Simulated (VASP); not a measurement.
# Sr (P6/mmm) in VASP: further runs, part 2 of 2

VASP 6.6.1. The steps go on from the part before.

### Step 3. Relaxation of cell and atoms, PBE, target pressure 33 GPa, at which the enthalpy is minimised

This run uses another cell than the first one, of 23.56 Å³/atom, 1.004 times its volume.

Input file INCAR:

```
SYSTEM = Sr
ALGO = Normal
EDIFF = 1E-7
EDIFFG = -0.005
ENCUT = 600
GGA = PE
IBRION = 2
ISIF = 3
ISMEAR = -1
LASPH = .TRUE.
LCHARG = .FALSE.
LREAL = .FALSE.
LWAVE = .FALSE.
NELM = 60
NSW = 60
PREC = Accurate
PSTRESS = 330.0
SIGMA = 0.05
```

Input file KPOINTS:

```
k-points
0
G
  7 7 10
  0 0 0
```

Input file POSCAR:

```
Sr
1.0
    5.0867497911      0.0000000000      0.0000000000
   -2.5433748955      4.4052545418      0.0000000000
    0.0000000000      0.0000000000      3.1537848705
Sr
3
Direct
    0.0000000000      0.0000000000      0.0000000000
    0.3333333333      0.6666666667      0.5000000000
    0.6666666667      0.3333333333      0.5000000000
```

Potentials or basis: VASP PAW PBE potentials, release 64 (Sr_sv).

Launch:

```bash
$ cat potpaw_PBE.64/Sr_sv/POTCAR > POTCAR
$ mpirun -np 1 vasp_std > vasp.out
```

OUTCAR:

```text
SYSTEM = Sr
   EDIFF = 1E-7
   EDIFFG = -0.005
   ENCUT = 600
   GGA = PE
   IBRION = 2
   ISIF = 3
   ISMEAR = -1
   LASPH = .TRUE.
   LREAL = .FALSE.
   NELM = 60
   NSW = 60
   PREC = Accurate
   PSTRESS = 330.0

 ion  position               nearest neighbor table
   1  0.000  0.000  0.000-   2 3.33   3 3.33   2 3.33   3 3.33   2 3.33   2 3.33   3 3.33   3 3.33
                             3 3.33   3 3.33   2 3.33   2 3.33
   2  0.333  0.667  0.500-   3 2.94   3 2.94   3 2.94   1 3.33   1 3.33   1 3.33   1 3.33   1 3.33
                             1 3.33   3 4.31   3 4.31   3 4.31   3 4.31   3 4.31   3 4.31
   3  0.667  0.333  0.500-   2 2.94   2 2.94   2 2.94   1 3.33   1 3.33   1 3.33   1 3.33   1 3.33
                             1 3.33   2 4.31   2 4.31   2 4.31   2 4.31   2 4.31   2 4.31

  LATTYP: Found a hexagonal cell.
 ALAT       =     5.0867497911
 C/A-ratio  =     0.6200000000

  Lattice vectors:

 A1 = (   5.0867497911,   0.0000000000,   0.0000000000)
 A2 = (  -2.5433748955,   4.4052545418,   0.0000000000)
 A3 = (   0.0000000000,   0.0000000000,   3.1537848705)

Analysis of symmetry for initial positions (statically):
=====================================================================
 Subroutine PRICEL returns:
 Original cell was already a primitive cell.

 Routine SETGRP: Setting up the symmetry group for a
 hexagonal supercell.

 Subroutine GETGRP returns: Found 24 space group operations
 (whereof 24 operations were pure point group operations)
 out of a pool of 24 trial point group operations.

The static configuration has the point symmetry D_6h.

Analysis of symmetry for dynamics (positions and initial velocities):
=====================================================================
 Subroutine PRICEL returns:
 Original cell was already a primitive cell.

 Routine SETGRP: Setting up the symmetry group for a
 hexagonal supercell.

 Subroutine GETGRP returns: Found 24 space group operations
[... 130 lines left out ...]
   GGA     = PE    functional components
   LHFCALC =     F    Hartree Fock is set to
   AEXX    =    0.0000 exact exchange contribution
   IVDW    =     0    specifies the selected vdW correction
   LEPSILON=     F    determine dielectric tensor
   LRPA    =     F    only Hartree local field effects (RPA)
 conjugate gradient relaxation of ions
 non-spin polarized calculation
  energy-cutoff  :      600.00
  volume of cell :       70.67
 maximum number of plane-waves:      2382
 NGX is ok and might be reduce to    42
   NGX = 21   NGY = 21   NGZ = 13

--------------------------------------- Ionic step        1  -------------------------------------------

 number of electron      30.0000000 magnetization

 Free energy of the ion-electron system (eV)
  ---------------------------------------------------
  ext. energy  EPLUGINS =         0.00000000
  ---------------------------------------------------
  free energy    TOTEN  =         0.94381509 eV

  energy without entropy =        0.97299024  energy(sigma->0) =        0.95840267

------------------------ aborting loop because EDIFF is reached ----------------------------------------

  FORCE on cell =-STRESS in cart. coord.  units (eV):
  Direction    XX          YY          ZZ          XY          YZ          ZX
  --------------------------------------------------------------------------------------
  -------------------------------------------------------------------------------------
  Total       15.2476144     15.2476144     13.1188499      0.0000000     -0.0000000      0.0000000
  in kB      345.6758446    345.6758446    297.4150205      0.0000000     -0.0000000      0.0000000
  external PRESSURE =      -0.4110968 kB  Pullay stress =     330.0000000 kB
[... 221 lines left out ...]
--------------------------------------- Ionic step        7  -------------------------------------------

 number of electron      30.0000000 magnetization

 Free energy of the ion-electron system (eV)
  ---------------------------------------------------
  ext. energy  EPLUGINS =         0.00000000
  ---------------------------------------------------
  free energy    TOTEN  =         0.86726923 eV

  energy without entropy =        0.89616722  energy(sigma->0) =        0.88171822

 E-fermi :   5.4101     XC(G=0): -10.4874

 val. band max:        5.4007412514   @ k =   0.4286   0.1429   0.5000
 cond. band min:       5.4118101394   @ k =   0.1429   0.1429   0.4000
 fundamental gap:      0.0110688880
 Fermi energy:         5.4101466055

 k-point     1 :       0.0000    0.0000    0.0000
  band No.  band energies     occupation
      1     -30.3620      2.00000
      2     -29.8216      2.00000
      3     -29.7355      2.00000
      4     -13.0710      2.00000
      5     -13.0710      2.00000
      6     -12.5773      2.00000
[... 505 lines left out ...]
      6     -12.5554      2.00000
[... 11 lines left out ...]
     18       7.1252      0.00000
     19       7.3202      0.00000

 [... further k-points ...]

------------------------ aborting loop because EDIFF is reached ----------------------------------------

  FORCE on cell =-STRESS in cart. coord.  units (eV):
  Direction    XX          YY          ZZ          XY          YZ          ZX
  --------------------------------------------------------------------------------------
  -------------------------------------------------------------------------------------
  Total       14.5845347     14.5845347     14.6062952      0.0000000      0.0000000      0.0000000
  in kB      329.8120400    329.8120400    330.3041282      0.0000000      0.0000000      0.0000000
  external PRESSURE =      -0.0239306 kB  Pullay stress =     330.0000000 kB
[... 22 lines left out ...]
  energy  without entropy=        0.8961672238  energy(sigma->0) =        0.88171822

  enthalpy is  TOTEN    =        15.4601156341 eV   P V=       14.5928464080

 reached required accuracy - stopping structural energy minimisation
```

OSZICAR:

```text
N       E                     dE             d eps       ncg     rms          rms(c)
DAV:   1     0.198976315773E+03    0.19898E+03   -0.17129E+04  1824   0.170E+03
DAV:   2     0.119404910029E+02   -0.18704E+03   -0.18348E+03  2286   0.333E+02
DAV:   3     0.115844851531E+01   -0.10782E+02   -0.10113E+02  2899   0.599E+01
[... 68 lines left out ...]
DAV:   3     0.867268664356E+00    0.29452E-06   -0.17173E-06  2991   0.759E-03    0.274E-03
DAV:   4     0.867268847738E+00    0.18338E-06   -0.10131E-07  1320   0.147E-03    0.132E-03
DAV:   5     0.867269119200E+00    0.27146E-06   -0.21938E-07  1432   0.217E-03    0.664E-04
DAV:   6     0.867269224530E+00    0.10533E-06   -0.34254E-08   957   0.117E-03    0.366E-04
DAV:   7     0.867269226131E+00    0.16007E-08   -0.13696E-08   957   0.541E-04
   7 F= 0.15460116E+02 E0= 0.15474565E+02  d E =-.409887E-03
```

Run time: 3.2 min. Hardware: 1 thread of Intel Xeon 6975P-C (Granite Rapids), shared host; peak memory 0.26 GiB.

What came out:

```
Free energy                                            : 0.8673 eV
Relaxed volume                                         : 23.62 Å³/atom
Relaxed cell                                           : a = 5.186 Å, b = 5.186 Å, c = 3.042 Å, α = 90.00°, β = 90.00°, γ = 120.00°
Space group after relaxing (to 0.05 Å)                 : P6/mmm (No. 191)
Energy change on relaxing (the enthalpy is what falls) : -25.5 meV/atom
Ionic steps                                            : 7
Pressure after relaxing                                : 33.0 GPa
Band gap on the k mesh                                 : zero (band 15 reaches 6.94 eV, above the bottom of band 16 at 4.93 eV)
```

Step by step:
```tsv
step	energy change (eV)	largest force (eV/Å)	pressure (GPa)	volume (Å³)
1	0.0000	0.0000	32.96	70.67
2	-0.0155	0.0000	33.22	70.58
3	-0.0056	0.0000	33.38	70.51
4	-0.0047	0.0000	33.39	70.50
5	-0.1381	0.0000	32.66	71.15
6	-0.0751	0.0000	33.01	70.84
7	-0.0765	0.0000	33.00	70.85
```

Final structure:
```
Sr
1.0
     5.18631    0.00000    0.00000
    -2.59315    4.49147    0.00000
     0.00000    0.00000    3.04151
Sr
3
Direct
  0.00000 0.00000 0.00000
  0.33333 0.66667 0.50000
  0.66667 0.33333 0.50000
```

Levels at points of the mesh, in eV from the Fermi level:
```csv
k point,band 12,band 13,band 14,band 15,band 16,band 17,band 18,band 19
"(0.00, 0.00, 0.00)",-16.32,-3.76,-0.87,1.53,1.53,1.61,1.61,1.65
"(0.00, 0.00, 0.50)",-16.83,-1.65,-1.65,-0.48,-0.48,0.37,1.08,2.85
```

Caveat: the cell is relaxed towards a set pressure, so the enthalpy falls and the energy may rise.
